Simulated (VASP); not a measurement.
ZrO2, 3 atoms in the cell. The structure is cubic, space group Fm-3m (No. 225). Conventional cell: a = 5.116 Å, b = 5.116 Å, c = 5.116 Å, α = 90.00°, β = 90.00°, γ = 90.00°. Within 2.9 Å of Zr (site symmetry m-3m) lie 8 O at 2.22 Å. O (site symmetry -43m) has 4 Zr at 2.22 Å and 6 O at 2.56 Å within 2.9 Å. The cell was generated, and may not be a known phase.

* Program: VASP 6.6.1
* Task: relaxation of cell and atoms
* Functional: PBE
* Potentials or basis: VASP PAW PBE potentials, release 64 (Zr_sv, O)
* Cutoff: 600 eV
* k mesh: 8 × 8 × 8
* Occupations: gaussian, width 0.02 eV
* Spin: no spin polarisation
* Dipole correction: no
* Further INCAR settings: ALGO = Normal; EDIFF = 1e-07; IBRION = 2; EDIFFG = -0.01; NSW = 100; ISIF = 3

Potentials or basis: VASP PAW PBE potentials, release 64 (Zr_sv, O).

Run with:

```bash
$ cat potpaw_PBE.64/Zr_sv/POTCAR potpaw_PBE.64/O/POTCAR > POTCAR
$ mpirun -np 1 vasp_std > vasp.out
```

Hardware: 1 thread of Intel(R) Xeon(R) 6975P-C (Granite Rapids) (shared host).

Task: Estimate the wall time of this run.

Result: Wall time 14 s on 1 thread of Intel(R) Xeon(R) 6975P-C (Granite Rapids), on a shared host, peak memory 0.17 GiB. Counts: scf iterations 16, k points 29, ion steps 1.
